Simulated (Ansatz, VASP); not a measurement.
**B2Pt2Cl: VASP beside Ansatz**

Contents of INCAR:

```
SYSTEM = B2Pt2Cl
PREC = Accurate
ENCUT = 520
EDIFF = 1E-6
ISMEAR = 0
SIGMA = 0.1
LREAL = .False.
LASPH = .True.
NELM = 150
ALGO = Normal
ISIF = 2
LWAVE = .False.
LCHARG = .True.
ISPIN = 2
MAGMOM = 0 0 1 1 0
LORBIT = 11
LMAXMIX = 4
GGA = PE
LELF = .True.
LVHAR = .True.
NBANDS = 28
```

Contents of KPOINTS:

```
regular mesh
0
Gamma
  8 8 8
  0 0 0
```

Contents of POSCAR:

```
B2Pt2Cl
1.0
   -1.6396533588      1.6396533588      6.7171847430
    1.6396533588     -1.6396533588      6.7171847430
    1.6396533588      1.6396533588     -6.7171847430
B Pt Cl
2 2 1
Direct
    0.7500000000      0.2500000000      0.5000000000
    0.2500000000      0.7500000000      0.5000000000
    0.3482822261      0.3482822261      0.0000000000
    0.6517177739      0.6517177739      0.0000000000
    0.0000000000      0.0000000000      0.0000000000
```

Input for Ansatz:

```yaml
crystal:
  lattice:
    - [-1.6396533588, 1.6396533588, 6.717184743]
    - [1.6396533588, -1.6396533588, 6.717184743]
    - [1.6396533588, 1.6396533588, -6.717184743]
  atoms:
    - { symbol: B, position: [0.75, 0.25, 0.5] }
    - { symbol: B, position: [0.25, 0.75, 0.5] }
    - { symbol: Pt, position: [0.3482822261, 0.3482822261, 0.0], spin: 1.0 }
    - { symbol: Pt, position: [0.6517177739, 0.6517177739, 0.0], spin: 1.0 }
    - { symbol: Cl, position: [0.0, 0.0, 0.0] }
basis:
  ecutwfc: 420
kpoints:
  mp_grid: { grid: [8, 8, 8] }
hamiltonian:
  xc: pbe
scf:
  occupations: { method: gaussian, width: 0.1 }
  lower_state_search: "off"
output:
  forces: true
  stress: true
  eigenvalues: true
  populations: true
magnetization:
  spin_polarized: true
```

Change from the starting cell: species swapped into the YbSi2Pd2 type (I4/mmm, No. 139).

Alike in both runs: task single point; functional PBE; k mesh 8 × 8 × 8; occupations gaussian, width 0.1 eV; collinear spin.

```csv
,VASP,Ansatz
version,VASP 6.6.1,Ansatz 0.2.0
potentials or method,"VASP PAW PBE potentials, release 64 (B, Pt, Cl), cutoff 520 eV","scalar-relativistic, plane waves, PAW"
valence electrons in the cell,33,49
```

|  | VASP | Ansatz | Ansatz less VASP |
| --- | --- | --- | --- |
| gap on the k mesh at the Fermi level (eV) | none | none | - |
| pressure (GPa) | 0.3 | 0.2 | -0.04 |
| traceless stress, the component that is largest in VASP (GPa) | 0.53 | 0.47 | -0.061 |
| rms of the force components (eV/Å) | 0.042 | 0.027 | -0.0151 |
| net moment per atom (μB) | 0.00 | 0.00 | 0.000 |

Atom by atom the forces differ by 0.015 eV/Å (rms over components). A gap of «none» marks a metal or a gap that the smearing closes. VASP's potentials hold 33 valence electrons a cell and Ansatz's 49, so a difference there can come from the potentials and not from the codes. Ansatz's warnings: seeded moment not kept.

Spin-orbit coupling is off throughout.
